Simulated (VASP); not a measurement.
A run of VASP 6.6.1:

File INCAR:

```
PREC = Accurate ; ENCUT = 840
EDIFF = 1E-6 ; ISMEAR = 0
SIGMA = 0.03 ; LREAL = F
LASPH = T ; NELM = 120
ALGO = Normal ; ISIF = 2
LWAVE = F ; LCHARG = T
GGA = PE ; LELF = T
LVHAR = T ; NBANDS = 15
GGA_COMPAT = F
```

File KPOINTS:

```
regular mesh
0
Gamma
  9 9 9
```

File POSCAR:

```
MgO
1.0
    0.0000000000      2.1380000000      2.1380000000
    2.1380000000      0.0000000000      2.1380000000
    2.1380000000      2.1380000000      0.0000000000
Mg O
1 1
Direct
    0.0000000000      0.0000000000      0.0000000000
    0.5000000000      0.5000000000      0.5000000000
```

Potentials or basis: VASP PAW PBE potentials, release 64 (Mg_sv, O).

The run is started by

```sh
$ cat potpaw_PBE.64/Mg_sv/POTCAR potpaw_PBE.64/O/POTCAR > POTCAR
$ mpirun -np 1 vasp_std > vasp.out
```

Hardware: 1 thread of Intel(R) Xeon(R) Platinum 8375C CPU @ 2.90GHz (Ice Lake), with other jobs on the host.

Task: Estimate the wall time of this run.

Result: It took 50 s on 1 thread of Intel(R) Xeon(R) Platinum 8375C CPU @ 2.90GHz (Ice Lake), on a shared host, peak memory 0.16 GiB. Counts: scf iterations 12, k points 35.
